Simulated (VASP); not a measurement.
# PtSe2 (P-3m1) in VASP: vibrations by perturbation theory with PBE

Aim: the vibrations by perturbation theory of PtSe2 with PBE.

Everything below comes from runs of VASP 6.6.1. Logs are shortened: lines on timing, memory, paths and dates and some standing lists are left out, and cuts for length are marked.

## (1) The cell of the first run

It takes space group P-3m1 (No. 164, trigonal). The conventional cell has a = 3.743 Å, b = 3.743 Å, c = 4.627 Å, α = 90.00°, β = 90.00°, γ = 120.00°. Pt (site symmetry -3m) has 6 Se at 2.51 Å within 3.3 Å. Within 3.4 Å of Se (site symmetry 3m) lie 3 Pt at 2.51 Å and 6 Se at 3.00 to 3.34 Å.

## (2) Vibrations by perturbation theory, PBE

Contents of INCAR:

```
PREC     = Accurate       # precision mode
ENCUT    = 500            # plane-wave cutoff, eV
EDIFF    = 1E-8           # SCF threshold, eV
ISMEAR   = -1             # smearing method
SIGMA    = 0.15           # smearing width, eV
LREAL    = False          # projectors in reciprocal space
LASPH    = True           # aspherical terms in the spheres
NELM     = 120            # most SCF steps
ALGO     = Normal         # electronic algorithm
ISIF     = 2              # what is computed and relaxed
LWAVE    = False          # write WAVECAR
LCHARG   = False          # write CHGCAR
GGA      = PE             # functional
IBRION   = 8              # ionic algorithm
NSW      = 1              # ionic steps
GGA_COMPAT= False
```

Contents of KPOINTS:

```
Automatic mesh
0
Gamma
  12 12 10
```

Contents of POSCAR:

```
PtSe2
1.0
    3.7425879876      0.0000000000      0.0000000000
   -1.8712939938      3.2411762732      0.0000000000
    0.0000000000      0.0000000000      4.6268093168
Pt Se
1 2
Direct
    0.0000000000      0.0000000000      0.0000000000
    0.3333333333      0.6666666667      0.2750583368
    0.6666666667      0.3333333333      0.7249416632
```

Potentials or basis: VASP PAW PBE potentials, release 64 (Pt, Se).

Command:

```bash
$ cat potpaw_PBE.64/Pt/POTCAR potpaw_PBE.64/Se/POTCAR > POTCAR
$ mpirun -np 1 vasp_std > vasp.out
```

OUTCAR:

```text
PREC = Accurate
   ENCUT = 500
   EDIFF = 1E-8
   ISMEAR = -1
   LREAL = False
   LASPH = True
   NELM = 120
   ISIF = 2
   GGA = PE
   IBRION = 8
   NSW = 1

 ion  position               nearest neighbor table
   1  0.000  0.000  0.000-   2 2.51   3 2.51   3 2.51   2 2.51   3 2.51   2 2.51
   2  0.333  0.667  0.275-   1 2.51   1 2.51   1 2.51
   3  0.667  0.333  0.725-   1 2.51   1 2.51   1 2.51

  LATTYP: Found a hexagonal cell.
 ALAT       =     3.7425879876
 C/A-ratio  =     1.2362593297

  Lattice vectors:

 A1 = (   3.7425879876,   0.0000000000,   0.0000000000)
 A2 = (  -1.8712939938,   3.2411762732,   0.0000000000)
 A3 = (   0.0000000000,   0.0000000000,   4.6268093168)

Analysis of symmetry for initial positions (statically):
=====================================================================
 Subroutine PRICEL returns:
 Original cell was already a primitive cell.

 Routine SETGRP: Setting up the symmetry group for a
 hexagonal supercell.

 Subroutine GETGRP returns: Found 12 space group operations
 (whereof 12 operations were pure point group operations)
 out of a pool of 24 trial point group operations.

The static configuration has the point symmetry D_3d.

Analysis of symmetry for dynamics (positions and initial velocities):
=====================================================================
 Subroutine PRICEL returns:
 Original cell was already a primitive cell.

 Routine SETGRP: Setting up the symmetry group for a
 hexagonal supercell.

 Subroutine GETGRP returns: Found 12 space group operations
 (whereof 12 operations were pure point group operations)
 out of a pool of 24 trial point group operations.

The dynamic configuration has the point symmetry D_3d.

 Subroutine INISYM returns: Found 12 space group operations
[... 607 lines left out ...]

 POSITION                                       TOTAL-FORCE (eV/Angst)
 -----------------------------------------------------------------------------------
      0.00000      0.00000      0.00000         0.000000      0.000000      0.000000
     -0.00000      2.16078      1.27264         0.000000      0.000000      0.009695
      1.87129      1.08039      3.35417        -0.000000      0.000000     -0.009695
 -----------------------------------------------------------------------------------
    total drift:                               -0.000000     -0.000000      0.000000

  FREE ENERGIE OF THE ION-ELECTRON SYSTEM (eV)
  ---------------------------------------------------
  free  energy   TOTEN  =       -14.0940632038 eV

  energy  without entropy=      -14.0360660498  energy(sigma->0) =      -14.06506463

[... ionic steps 2 to 3 ...]

--------------------------------------- Ionic step        4  -------------------------------------------

------------------------ aborting loop because EDIFF is reached ----------------------------------------
[... 11 lines left out ...]
[... ionic steps 8 to 8 ...]

--------------------------------------- Ionic step        9  -------------------------------------------

 Free energy of the ion-electron system (eV)
  ---------------------------------------------------
  ---------------------------------------------------
  free energy    TOTEN  =        -0.08798907 eV

  energy without entropy =       -0.08797237

------------------------ aborting loop because EDIFF is reached ----------------------------------------

 INTERNAL STRAIN TENSOR  FOR ION    2  DIRECTION 3   (eV/Angst):
 -----------------------------------------------------------------------------
   -10.05481 -0.00000 -0.00000
    -0.00000-10.05481 -0.00000
     0.00000  0.00000 -9.57514

 INTERNAL STRAIN TENSOR FOR ION    3 for displacements in x,y,z  (eV/Angst):
          X           Y           Z          XY          YZ          ZX
  --------------------------------------------------------------------------------
  x     0.00000     0.00000     0.00000    -4.17307     0.00000     6.99282
  y    -4.17307     4.17307     0.00000     0.00000     7.69566     0.00000
  z    10.05481    10.05481     9.57514     0.00000    -0.00000     0.00000

 SECOND DERIVATIVES (NOT SYMMETRIZED)
 ------------------------------------
               1X          1Y          1Z          2X          2Y          2Z          3X          3Y          3Z
  1X   -15.906966    0.000000    0.000000    7.953483    0.000000    0.000000    7.953483    0.000000    0.000000
  1Y     0.000000  -15.906966    0.000000    0.000000    7.953483    0.000000    0.000000    7.953483    0.000000
  1Z     0.000000    0.000000  -15.450903    0.000000    0.000000    7.725452    0.000000    0.000000    7.725452
  2X     7.954003   -0.000000    0.000000   -7.689499    0.000000    0.000000   -0.264504    0.000000    0.000000
  2Y     0.000000    7.954003    0.000000    0.000000   -7.689499   -0.000000    0.000000   -0.264504    0.000000
  2Z     0.000000    0.000000    7.728618   -0.000000    0.000000  -10.656665    0.000000    0.000000    2.928047
  3X     7.954003   -0.000000    0.000000   -0.264504    0.000000    0.000000   -7.689499    0.000000    0.000000
  3Y     0.000000    7.954003    0.000000    0.000000   -0.264504    0.000000    0.000000   -7.689499   -0.000000
  3Z     0.000000    0.000000    7.728618    0.000000    0.000000    2.928047   -0.000000    0.000000  -10.656665

 Eigenvectors and eigenvalues of the dynamical matrix
 ----------------------------------------------------

   1 f  =    6.674437 THz    41.936727 2PiTHz  222.635269 cm-1    27.603243 meV
             X         Y         Z           dx          dy          dz
      0.000000  0.000000  0.000000     0.000002    0.668842    0.000000
     -0.000000  2.160784  1.272642    -0.000001   -0.525667    0.000000
      1.871294  1.080392  3.354167    -0.000001   -0.525667   -0.000000
[... 43 lines left out ...]
   9 f/i=    0.000670 THz     0.004211 2PiTHz    0.022355 cm-1     0.002772 meV
             X         Y         Z           dx          dy          dz
      0.000000  0.000000  0.000000     0.000000    0.000000    0.743462
     -0.000000  2.160784  1.272642     0.000000    0.000000    0.472898
      1.871294  1.080392  3.354167     0.000000    0.000000    0.472898

--------------------------------------------------------------------------------------------------------

 ELASTIC MODULI CONTR FROM IONIC RELAXATION (kBar)
 Direction    XX          YY          ZZ          XY          YZ          ZX
 --------------------------------------------------------------------------------
 XX        -558.8007   -290.9887   -404.6249     -0.0000    246.9391      0.0000
 YY        -290.9887   -558.8007   -404.6249     -0.0000   -246.9391      0.0000
 ZZ        -404.6249   -404.6249   -385.3220     -0.0000     -0.0000      0.0000
 XY          -0.0000     -0.0000     -0.0000   -133.9060     -0.0000    224.3862
 YZ         246.9391   -246.9391     -0.0000     -0.0000   -455.3858      0.0000
 ZX           0.0000      0.0000      0.0000    224.3862      0.0000   -376.0039
 --------------------------------------------------------------------------------
```

OSZICAR:

```text
N       E                     dE             d eps       ncg     rms          rms(c)
DAV:   1     0.114401800141E+03    0.11440E+03   -0.10195E+04  4924   0.126E+03
DAV:   2    -0.101062469878E+02   -0.12451E+03   -0.12188E+03  6205   0.239E+02
[... 78 lines left out ...]
RMM:   6    -0.879840016477E-01   -0.13325E-04   -0.29518E-07  8162   0.482E-03    0.277E-03
RMM:   7    -0.879911614125E-01   -0.71598E-05    0.98620E-08  7945   0.251E-03    0.670E-04
RMM:   8    -0.879892808909E-01    0.18805E-05    0.37608E-08  8142   0.603E-04    0.187E-04
RMM:   9    -0.879891077009E-01    0.17319E-06    0.25087E-08  8089   0.187E-04    0.623E-05
RMM:  10    -0.879890336520E-01    0.74049E-07   -0.19716E-08  8196   0.746E-05    0.980E-06
RMM:  11    -0.879890621284E-01   -0.28476E-07   -0.15815E-08  8269   0.177E-05    0.584E-06
RMM:  12    -0.879890654247E-01   -0.32963E-08    0.94058E-09  7713   0.879E-06    0.793E-07
 Linear response finished
```

stdout:

```text
POSCAR found type information on POSCAR PtSe
 POSCAR found :  2 types and       3 ions
 scaLAPACK will be used
 LDA part: xc-table for (Slater+PW92), standard interpolation
 POSCAR, INCAR and KPOINTS ok, starting setup
 FFT: planning ... GRIDC
 FFT: planning ... GRID_SOFT
 FFT: planning ... GRID
 WAVECAR not read
 entering main loop
 Linear response reoptimize wavefunctions to high precision
 Linear response DOF=           4
 Linear response progress:
 first order change of Fermi-energy  -0.22644E-04
 force on displaced ion       1 direction 1 : -15.907   0.000   0.000
 Linear response progress:
 first order change of Fermi-energy  -0.37106E-03
 force on displaced ion       1 direction 3 :   0.000  -0.000 -15.451
 Linear response progress:
 first order change of Fermi-energy  -0.28015E-05
 force on displaced ion       2 direction 1 :  -7.689   0.001  -0.000
 Linear response progress:
 first order change of Fermi-energy  -0.78553E+00
 force on displaced ion       2 direction 3 :  -0.000   0.000 -10.657
 Linear response finished
```

It took 14 min on 1 thread of AMD EPYC 9R45 (Zen 5), shared host; peak memory 1.2 GiB.

What came out:

```
Highest phonon frequency at Γ, LO-TO splitting left out : 223 cm⁻¹
```

Phonon frequencies in cm⁻¹ (negative: imaginary):
```
              q point                    frequencies
(0.000, 0.000, 0.000)  0 0 0 160 160 216 219 223 223
```

Caveat: the cell stands under pressure or tension, which shifts response properties; spin-orbit coupling is left out, which moves the levels of the heavy elements.
